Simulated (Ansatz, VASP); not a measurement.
Sb: VASP beside Ansatz

INCAR

```
SYSTEM = Sb
PREC = Accurate ; ENCUT = 520
EDIFF = 1E-6 ; ISMEAR = -1
SIGMA = 0.05 ; LREAL = .FALSE.
LASPH = .TRUE. ; NELM = 80
ALGO = Normal ; ISIF = 2
LWAVE = .FALSE. ; LCHARG = .FALSE.
GGA = PS ; NBANDS = 18
```

Contents of KPOINTS:

```
regular mesh
0
G
  8 8 1
  0 0 0
```

The input POSCAR:

```
Sb
1.0
    3.1600000000      0.0000000000      0.0000000000
    0.0000000000      3.1600000000      0.0000000000
    0.0000000000      0.0000000000     24.4800000000
Sb
4
Direct
    0.0000000000      0.0000000000      0.3063725490
    0.0000000000      0.0000000000      0.4354575163
    0.0000000000      0.0000000000      0.5645424837
    0.0000000000      0.0000000000      0.6936274510
```

File input.yaml:

```yaml
crystal:
  lattice:
    - [3.16, 0.0, 0.0]
    - [0.0, 3.16, 0.0]
    - [0.0, 0.0, 24.48]
  atoms:
    - { symbol: Sb, position: [0.0, 0.0, 0.306372549] }
    - { symbol: Sb, position: [0.0, 0.0, 0.4354575163] }
    - { symbol: Sb, position: [0.0, 0.0, 0.5645424837] }
    - { symbol: Sb, position: [0.0, 0.0, 0.693627451] }
kpoints:
  mp_grid: { grid: [8, 8, 1] }
scf:
  occupations: { method: fermi_dirac, width: 0.05 }
hamiltonian:
  xc: pbesol
  pseudopotentials: { kind: all_electron, lapw: { basis_error: 0.002 } }
output:
  forces: true
  stress: true
  eigenvalues: true
```

Alike in both runs: task single point; functional PBEsol; k mesh 8 × 8 × 1; occupations fermi-dirac, width 0.05 eV; no spin polarisation.

|  | VASP | Ansatz |
| --- | --- | --- |
| version | VASP 6.6.1 | Ansatz 0.2.0 |
| potentials or method | VASP PAW PBE potentials, release 64 (Sb), cutoff 520 eV | all-electron LAPW, scalar-relativistic |

```csv
,VASP,Ansatz,Ansatz less VASP
gap on the k mesh at the Fermi level (eV),none,none,-
rms of the force components (eV/Å),0.341,0.343,+0.0024
```

VASP's potentials were made for PBE, not for PBEsol. Atom by atom the forces differ by 0.002 eV/Å (rms over components). A gap of «none» marks a metal or a gap that the smearing closes. Ansatz ran all-electron here, and VASP with PAW potentials.

Spin-orbit coupling is off throughout.
